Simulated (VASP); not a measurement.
ZrMoS3:

```
Zr Mo S
1.0
     4.08790    0.00000    0.00000
     0.00000    4.08790    0.00000
     0.00000    0.00000    4.08790
Zr Mo S
1 1 3
Cartesian
  0.0000 0.0000 0.0000
  2.0439 2.0439 2.0439
  0.0000 2.0439 2.0439
  2.0439 0.0000 2.0439
  2.0439 2.0439 0.0000
```

| Quantity | Value |
| --- | --- |
| Program | VASP 6.6.1 |
| Task | relaxation of cell and atoms |
| Functional | PBE |
| Potentials or basis | VASP PAW PBE potentials, release 64 (Zr_sv, Mo_sv, S) |
| Cutoff | 600 eV |
| k mesh | 4 × 4 × 4 |
| Occupations | gaussian, width 0.1 eV |
| Spin | collinear spin, ferromagnetic start |
| Starting moments | [0.0, 1.0, 0.0, 0.0, 0.0] μB |

At the start: pressure 90.8 GPa; volume 13.66 Å³/atom.

Question: Where does the relaxation end?

Answer: Over 5 steps the energy falls by 1267.3 meV/atom and the volume is 19.90 Å³/atom (+45.6 %); space group Pm-3m (No. 221, to 0.05 Å); moment 0.98 μB per cell.

The path:
| step | energy change (eV) | largest force (eV/Å) | pressure (GPa) | volume (Å³) |
| --- | --- | --- | --- | --- |
| 1 | 0.0000 | 0.0000 | 90.83 | 68.31 |
| 2 | -0.1015 | 0.0000 | -14.67 | 177.07 |
| 3 | -6.2541 | 0.0000 | -4.85 | 104.76 |
| 4 | -6.3228 | 0.0000 | -2.10 | 101.63 |
| 5 | -6.3366 | 0.0000 | 0.09 | 99.48 |

Final structure:
```
CELL_PARAMETERS angstrom
4.63348 0.00000 0.00000
0.00000 4.63348 0.00000
0.00000 0.00000 4.63348
ATOMIC_POSITIONS crystal
Zr 0.00000 0.00000 0.00000
Mo 0.50000 0.50000 0.50000
S 0.00000 0.50000 0.50000
S 0.50000 0.00000 0.50000
S 0.50000 0.50000 0.00000
```

Caveat: the k points lie up to 0.34 Å⁻¹ apart in the final cell; the volume moved by over 15 % at a fixed basis, so the end points are rough.
